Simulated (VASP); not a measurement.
The system is Ta.

```
Ta
1.0
     0.00000    2.86000    2.86000
     2.86000    0.00000    2.86000
     2.86000    2.86000    0.00000
Ta
2
Direct
  0.00000 0.00000 0.00000
  0.25000 0.25000 0.25000
```

This isn't the form of Ta at room conditions, which is bcc.

| Item | Value |
| --- | --- |
| Program | VASP 6.6.1 |
| Task | relaxation of cell and atoms |
| Functional | r2SCAN |
| Potentials or basis | VASP PAW PBE potentials, release 64 (Ta_pv) |
| Cutoff | 550 eV |
| k mesh | 12 × 12 × 12 |
| Occupations | methfessel-paxton, width 0.05 eV |
| Spin | no spin polarisation |

At the start: pressure 16.5 GPa; volume 23.39 Å³/atom.

Task: Where does the relaxation end?

Result: Over 17 steps the energy falls by 202.4 meV/atom and the volume is 27.88 Å³/atom (+19.2 %); space group Fd-3m (No. 227, to 0.1 Å) before and after.

The path:
```
step  energy change (eV)  largest force (eV/Å)  pressure (GPa)  volume (Å³)
   1              0.0000                0.0000           16.52        46.79
   2             -0.1202                0.0000           -8.58        65.10
   3             -0.4049                0.0000           -0.11        55.84
   4             -0.4048                0.0000            0.14        55.65
   5             -0.4049                0.0000            0.14        55.65
   6             -0.4049                0.0000            0.13        55.66
   7             -0.4049                0.0000            0.13        55.66
   8             -0.4049                0.0000            0.13        55.66
   9             -0.4049                0.0000            0.13        55.66
  10             -0.4049                0.0000            0.13        55.66
  11             -0.4049                0.0000            0.13        55.66
  12             -0.4049                0.0000            0.13        55.66
  13             -0.4049                0.0000            0.13        55.66
  14             -0.4049                0.0000            0.12        55.67
  15             -0.4049                0.0000            0.10        55.68
  16             -0.4049                0.0000            0.06        55.71
  17             -0.4049                0.0000            0.00        55.76
```

Final structure:
```yaml
crystal:
  lattice:
    - [0.00000, 3.03230, 3.03230]
    - [3.03230, 0.00000, 3.03230]
    - [3.03230, 3.03230, 0.00000]
  atoms:
    - { symbol: Ta, position: [0.00000, 0.00000, 0.00000] }
    - { symbol: Ta, position: [0.25000, 0.25000, 0.25000] }
```

Caveat: the volume moved by over 15 % at a fixed basis, so the end points are rough; the PAW data sets were made with another functional, which shifts forces and pressure a little.
